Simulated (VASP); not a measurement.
# Ta (P6_3/mmc) in VASP: notebook

Runs on Ta. Level: LDA. Tasks: single point.

Everything below comes from runs of VASP 6.6.1. Logs are shortened: lines on timing, memory, paths and dates and some standing lists are left out, and cuts for length are marked.

### Step 1. The cell of the first run

The structure is hexagonal, space group P6_3/mmc (No. 194). Conventional cell: a = 2.778 Å, b = 2.778 Å, c = 9.753 Å, α = 90.00°, β = 90.00°, γ = 120.00°. Within 3.7 Å of Ta (site symmetry -3m) lie 12 Ta at 2.78 to 2.92 Å. Within 3.7 Å of Ta (site symmetry -6m2) lie 12 Ta at 2.78 to 2.92 Å.

This isn't the form of Ta at room conditions, which is bcc.

### Step 2. Single point, LDA (16.30 Å³/atom)

INCAR reads:

```
SYSTEM = Ta
  ALGO = Normal
  EDIFF = 1E-6
  ENCUT = 520
  GGA = CA
  ISIF = 2
  ISMEAR = -1
  LASPH = .TRUE.
  LCHARG = .FALSE.
  LREAL = .FALSE.
  LWAVE = .FALSE.
  NBANDS = 30
  NELM = 80
  PREC = Accurate
  SIGMA = 0.1
```

KPOINTS reads:

```
k-points
0
G
  14 14 4
  0 0 0
```

POSCAR reads:

```
Ta
1.0
    2.7782576930      0.0000000000      0.0000000000
   -1.3891288465      2.4060417404      0.0000000000
    0.0000000000      0.0000000000      9.7527599219
Ta
4
Direct
    0.0000000000      1.0000000000      1.0000000000
    0.0000000000      0.0000000000      0.5000000000
    0.3333333333      0.6666666667      0.2500000000
    0.6666666667      0.3333333333      0.7500000000
```

Potentials or basis: VASP PAW LDA potentials, release 64 (Ta_pv).

Command:

```
cat potpaw_LDA.64/Ta_pv/POTCAR > POTCAR
mpirun -np 1 vasp_std > vasp.out
```

OUTCAR:

```text
SYSTEM = Ta
   EDIFF = 1E-6
   ENCUT = 520
   GGA = CA
   ISIF = 2
   ISMEAR = -1
   LASPH = .TRUE.
   LREAL = .FALSE.
   NELM = 80
   PREC = Accurate

 ion  position               nearest neighbor table
   1  0.000  0.000  0.000-   3 2.92   4 2.92   4 2.92   3 2.92   4 2.92   3 2.92
   2  0.000  0.000  0.500-   3 2.92   4 2.92   4 2.92   3 2.92   4 2.92   3 2.92
   3  0.333  0.667  0.250-   1 2.92   2 2.92   1 2.92   2 2.92   1 2.92   2 2.92
   4  0.667  0.333  0.750-   1 2.92   2 2.92   1 2.92   2 2.92   1 2.92   2 2.92

  LATTYP: Found a hexagonal cell.
 ALAT       =     2.7782576930
 C/A-ratio  =     3.5103870841

  Lattice vectors:

 A1 = (   2.7782576930,   0.0000000000,   0.0000000000)
 A2 = (  -1.3891288465,   2.4060417404,   0.0000000000)
 A3 = (   0.0000000000,   0.0000000000,   9.7527599219)

Analysis of symmetry for initial positions (statically):
=====================================================================
 Subroutine PRICEL returns:
 Original cell was already a primitive cell.

 Routine SETGRP: Setting up the symmetry group for a
 hexagonal supercell.

 Subroutine GETGRP returns: Found 24 space group operations
 (whereof 12 operations were pure point group operations)
 out of a pool of 24 trial point group operations.

The static configuration has the point symmetry D_3d.
 The point group associated with its full space group is D_6h.

Analysis of symmetry for dynamics (positions and initial velocities):
=====================================================================
 Subroutine PRICEL returns:
 Original cell was already a primitive cell.

 Routine SETGRP: Setting up the symmetry group for a
 hexagonal supercell.

 Subroutine GETGRP returns: Found 24 space group operations
 (whereof 12 operations were pure point group operations)
 out of a pool of 24 trial point group operations.

The dynamic configuration has the point symmetry D_3d.
 The point group associated with its full space group is D_6h.

 Subroutine INISYM returns: Found 24 space group operations
 (whereof 12 operations are pure point group operations),
 and found     1 'primitive' translations

----------------------------------------------------------------------------------------

                                     Primitive cell

  volume of cell :      65.1933

  direct lattice vectors                    reciprocal lattice vectors
     2.778257693  0.000000000  0.000000000     0.359937814  0.207810194  0.000000000
    -1.389128847  2.406041740  0.000000000     0.000000000  0.415620387  0.000000000
     0.000000000  0.000000000  9.752759922     0.000000000  0.000000000  0.102535078

  length of vectors
     2.778257693  2.778257693  9.752759922     0.415620387  0.415620387  0.102535078

  position of ions in fractional coordinates (direct lattice)
     0.000000000  0.000000000  0.000000000
     0.000000000  0.000000000  0.500000000
     0.333333333  0.666666667  0.250000000
     0.666666667  0.333333333  0.750000000

  ion indices of the primitive-cell ions
   primitive index   ion index
                 1           1
                 2           2
                 3           3
                 4           4

----------------------------------------------------------------------------------------

 KPOINTS: k-points

Automatic generation of k-mesh.
 Grid dimensions read from file:
 generate k-points for:   14   14    4

 Generating k-lattice:

  Cartesian coordinates                     Fractional coordinates (reciprocal lattice)
     0.025709844  0.014843585  0.000000000     0.071428571  0.000000000  0.000000000
     0.000000000  0.029687171  0.000000000     0.000000000  0.071428571  0.000000000
     0.000000000  0.000000000  0.025633770     0.000000000  0.000000000  0.250000000

  Length of vectors
     0.029687171  0.029687171  0.025633770

  Shift w.r.t. Gamma in fractional coordinates (k-lattice)
     0.000000000  0.000000000  0.000000000

 Subroutine IBZKPT returns following result:
 ===========================================

 Found     72 irreducible k-points:

 Following reciprocal coordinates:
            Coordinates               Weight
  0.000000  0.000000  0.000000      1.000000
  0.071429  0.000000  0.000000      6.000000
  0.142857  0.000000  0.000000      6.000000
  0.214286  0.000000  0.000000      6.000000
  0.285714  0.000000  0.000000      6.000000
  0.357143  0.000000  0.000000      6.000000
[... 16 lines left out ...]
  0.285714  0.285714  0.000000      6.000000
  0.357143  0.285714  0.000000      6.000000
 [... further k-points ...]
   k-points           NKPTS =     72   k-points in BZ     NKDIM =     72   number of bands    NBANDS=     30
   number of dos      NEDOS =    301   number of ions     NIONS =      4
   total plane-waves  NPLWV =  46080
   dimension x,y,z NGX =    24 NGY =   24 NGZ =   80
   dimension x,y,z NGXF=    48 NGYF=   48 NGZF=  160
   ions per type =               4
   NGX,Y,Z   is equivalent  to a cutoff of  14.36, 14.36, 13.64 a.u.
   NGXF,Y,Z  is equivalent  to a cutoff of  28.72, 28.72, 27.27 a.u.
 SYSTEM =  Ta
   PREC   = accura    normal or accurate (medium, high low for compatibility)
   ISTART =      0    job   : 0-new  1-cont  2-samecut
   ICHARG =      2    charge: 1-file 2-atom 10-const
   ISPIN  =      1    spin polarized calculation?
   LNONCOLLINEAR =      F non collinear calculations
   LSORBIT =      F    spin-orbit coupling
   LASPH  =      T    aspherical Exc in radial PAW
   ENCUT  =  520.0 eV  38.22 Ry    6.18 a.u.   5.17  5.17 18.13*2*pi/ulx,y,z
   NELM   =     80;   NELMIN=  2; NELMDL= -5     # of ELM steps
   EDIFF  = 0.1E-05   stopping-criterion for ELM
   LREAL  =      F    real-space projection
   EDIFFG = 0.1E-04   stopping-criterion for IOM
   NSW    =      0    number of steps for IOM
   IBRION =     -1    ionic relax: 0-MD 1-quasi-New 2-CG
   NFREE  =      0    steps in history (QN), initial steepest desc. (CG)
   ISIF   =      2    stress and relaxation
   ISYM   =      2    0-nonsym 1-usesym 2-fastsym
   POTIM  = 0.5000    time-step for ionic-motion
   TEBEG  =    0.0;   TEEND  =   0.0 temperature during run
   PSTRESS=    0.0 pullay stress
   NELECT =      44.0000    total number of electrons
   NUPDOWN=      -1.0000    fix difference up-down
   EMIN   =  10.00;   EMAX   =-10.00  energy-range for DOS
   EFERMI =   0.00;   METHOD = LEGACY
   ISMEAR =    -1;   SIGMA  =   0.10  broadening in eV -4-tet -1-fermi 0-gaus
   EFERMI_NEDOS =   21; number of points for ismear=-14 and -15
   IALGO  =     38    algorithm
   IMIX   =      4    mixing-type and parameters
     AMIX     =   0.40;   BMIX     =  1.00
     AMIX_MAG =   1.60;   BMIX_MAG =  1.00
  volume/ion in A,a.u.               =      16.30       109.99
  Fermi-wavevector in a.u.,A,eV,Ry     =   1.436012  2.713669 28.056977  2.062130
  Thomas-Fermi vector in A             =   2.555247
   LORBIT       =      0    0 simple, 1 ext, 2 COOP (PROOUT), +10 PAW based schemes
   GGA     = CA    functional components
   LHFCALC =     F    Hartree Fock is set to
   AEXX    =    0.0000 exact exchange contribution
   IVDW    =     0    specifies the selected vdW correction
   LEPSILON=     F    determine dielectric tensor
   LRPA    =     F    only Hartree local field effects (RPA)
 non-spin polarized calculation
  energy-cutoff  :      520.00
  volume of cell :       65.19
 maximum number of plane-waves:      1776
 NGX is ok and might be reduce to    24
   NGX = 11   NGY = 11   NGZ = 37

 number of electron      44.0000007 magnetization

 Free energy of the ion-electron system (eV)
  ---------------------------------------------------
  ext. energy  EPLUGINS =         0.00000000
  ---------------------------------------------------
  free energy    TOTEN  =       -49.84702683 eV

  energy without entropy =      -49.70184205  energy(sigma->0) =      -49.77443444

 E-fermi :   6.6939     XC(G=0): -13.3041

 val. band max:        6.6930309885   @ k =   0.3571   0.2857   0.0000
 cond. band min:       6.7110198978   @ k =   0.0714   0.0000   0.0000
 fundamental gap:      0.0179889093
 Fermi energy:         6.6939091279

 k-point     1 :       0.0000    0.0000    0.0000
  band No.  band energies     occupation
      1     -27.7585      2.00000
      2     -27.1239      2.00000
      3     -27.0615      2.00000
      4     -26.3605      2.00000
      5     -26.2969      2.00000
      6     -26.2969      2.00000
[... 22 lines left out ...]
     29      10.1951      0.00000
     30      10.1951      0.00000

 k-point     2 :       0.0714    0.0000    0.0000
  band No.  band energies     occupation
      1     -27.7321      2.00000
      2     -27.1197      2.00000
      3     -27.0590      2.00000
      4     -26.3799      2.00000
      5     -26.3650      2.00000
      6     -26.3281      2.00000
[... 22 lines left out ...]
     29       9.7690      0.00000
     30       9.9174      0.00000

 k-point     3 :       0.1429    0.0000    0.0000
  band No.  band energies     occupation
      1     -27.6561      2.00000
      2     -27.1185      2.00000
      3     -27.0669      2.00000
      4     -26.6069      2.00000
      5     -26.5146      2.00000
      6     -26.4697      2.00000
[... 22 lines left out ...]
     29       8.9284      0.00000
     30       9.3819      0.00000

 k-point     4 :       0.2143    0.0000    0.0000
  band No.  band energies     occupation
      1     -27.5403      2.00000
      2     -27.1748      2.00000
      3     -27.1542      2.00000
      4     -26.9157      2.00000
      5     -26.7965      2.00000
      6     -26.6935      2.00000
[... 22 lines left out ...]
     29       9.4073      0.00000
     30       9.5016      0.00000

 k-point     5 :       0.2857    0.0000    0.0000
  band No.  band energies     occupation
      1     -27.4457      2.00000
      2     -27.3807      2.00000
      3     -27.3321      2.00000
      4     -27.2232      2.00000
      5     -27.1452      2.00000
      6     -26.7509      2.00000
[... 22 lines left out ...]
     29      10.6668      0.00000
     30      10.8188      0.00000
[... 526 lines left out ...]
     29      10.5711      0.00000
     30      12.4927      0.00000

 k-point    22 :       0.3571    0.2143    0.0000
  band No.  band energies     occupation
      1     -27.6966      2.00000
      2     -27.6928      2.00000
      3     -27.5524      2.00000
      4     -27.5118      2.00000
      5     -27.1099      2.00000
      6     -27.0792      2.00000
[... 22 lines left out ...]
     29      11.2661      0.00000
     30      12.2415      0.00000

 k-point    23 :       0.2857    0.2857    0.0000
  band No.  band energies     occupation
      1     -27.6065      2.00000
      2     -27.5690      2.00000
      3     -27.5605      2.00000
      4     -27.3958      2.00000
      5     -27.2205      2.00000
      6     -27.2119      2.00000
[... 22 lines left out ...]
     29      10.7973      0.00000
     30      12.5507      0.00000

 k-point    24 :       0.3571    0.2857    0.0000
  band No.  band energies     occupation
      1     -27.5613      2.00000
      2     -27.5532      2.00000
      3     -27.4537      2.00000
      4     -27.4198      2.00000
      5     -27.3203      2.00000
      6     -27.2583      2.00000
[... 22 lines left out ...]
     29      11.4130      0.00000
     30      12.0970      0.00000

 [... further k-points ...]
[... 5 lines left out ...]
  --------------------------------------------------------------------------------------
  -------------------------------------------------------------------------------------
  Total        8.5624071      8.5624071      8.8093212     -0.0000000      0.0000000      0.0000000
  in kB      210.4278605    210.4278605    216.4959674     -0.0000000      0.0000000      0.0000000
  external PRESSURE =     212.4505628 kB  Pullay stress =       0.0000000 kB

 VOLUME and BASIS-vectors are now :
 -----------------------------------------------------------------------------
  energy-cutoff  :      520.00
  volume of cell :       65.19
      direct lattice vectors                 reciprocal lattice vectors
     2.778257693  0.000000000  0.000000000     0.359937814  0.207810194  0.000000000
    -1.389128847  2.406041740  0.000000000     0.000000000  0.415620387  0.000000000
     0.000000000  0.000000000  9.752759922     0.000000000  0.000000000  0.102535078

 POSITION                                       TOTAL-FORCE (eV/Angst)
 -----------------------------------------------------------------------------------
      0.00000      0.00000      0.00000         0.000000      0.000000     -0.000000
      0.00000      0.00000      4.87638         0.000000      0.000000     -0.000000
     -0.00000      1.60403      2.43819         0.000000      0.000000      0.000000
      1.38913      0.80201      7.31457        -0.000000     -0.000000      0.000000
 -----------------------------------------------------------------------------------
    total drift:                               -0.000000      0.000000     -0.000000

  FREE ENERGIE OF THE ION-ELECTRON SYSTEM (eV)
  ---------------------------------------------------
  free  energy   TOTEN  =       -49.8470268269 eV

  energy  without entropy=      -49.7018420550  energy(sigma->0) =      -49.77443444
```

It took 3.9 min on 1 thread of Intel Xeon 8259CL, shared host; peak memory 0.24 GiB.

What came out:

| Property | Result |
| --- | --- |
| Free energy | -49.8470 eV |
| Pressure | 21.2 GPa |
| Band gap on the k mesh | zero (bands 22 and 23 overlap by 1.38 eV) |

Caveat: the cell stands under pressure; spin-orbit coupling is left out, which moves the levels of the heavy elements.

[end of part 1 of 3]
